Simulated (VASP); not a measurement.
Si2BiTe2: single point with PBE

The system is Si2BiTe2.

```
Si Bi Te
1.0
     4.77783    0.00000    0.00000
     0.00000    4.77783    0.00000
     0.00000    0.00000    6.94496
Si Bi Te
2 1 2
Cartesian
  0.0000 2.3889 3.4725
  2.3889 0.0000 3.4725
  2.3889 2.3889 0.0000
  0.0000 0.0000 0.0000
  0.0000 0.0000 3.4725
```

```json
{
 "Program": "VASP 6.6.1",
 "Task": "single point",
 "Functional": "PBE",
 "Potentials or basis": "VASP PAW PBE potentials, release 64 (Si, Bi_d, Te)",
 "Cutoff": "520 eV",
 "k mesh": "4 × 4 × 4",
 "Occupations": "gaussian, width 0.1 eV",
 "Spin": "no spin polarisation"
}
```

The pressure is 4.9 GPa.

Stress tensor (GPa, compression positive):
```
 8.35  0.00  0.00
 0.00  8.35  0.00
 0.00  0.00 -2.04
```

Levels at points of the mesh, in eV from the Fermi level:
```csv
k point,band 15,band 16,band 17,band 18,band 19,band 20
"(0.00, 0.00, 0.00)",-2.64,-0.49,0.07,0.86,1.19,1.19
"(0.50, 0.00, 0.00)",-1.38,-0.96,-0.39,-0.02,0.17,0.25
"(0.50, 0.50, 0.00)",-0.86,-0.86,-0.60,0.71,1.01,1.86
"(0.00, 0.00, 0.50)",-2.74,-2.47,0.64,0.94,1.25,1.25
"(0.50, 0.00, 0.50)",-1.48,-1.12,-0.69,-0.63,-0.30,-0.10
"(0.50, 0.50, 0.50)",-1.53,-0.05,-0.05,0.45,1.01,1.81
```

Wall time 30 s on 1 thread of Intel(R) Xeon(R) 6975P-C (Granite Rapids) (shared host), peak memory 0.28 GiB.

Caveat: spin-orbit coupling is left out, which moves the levels of the heavy elements.
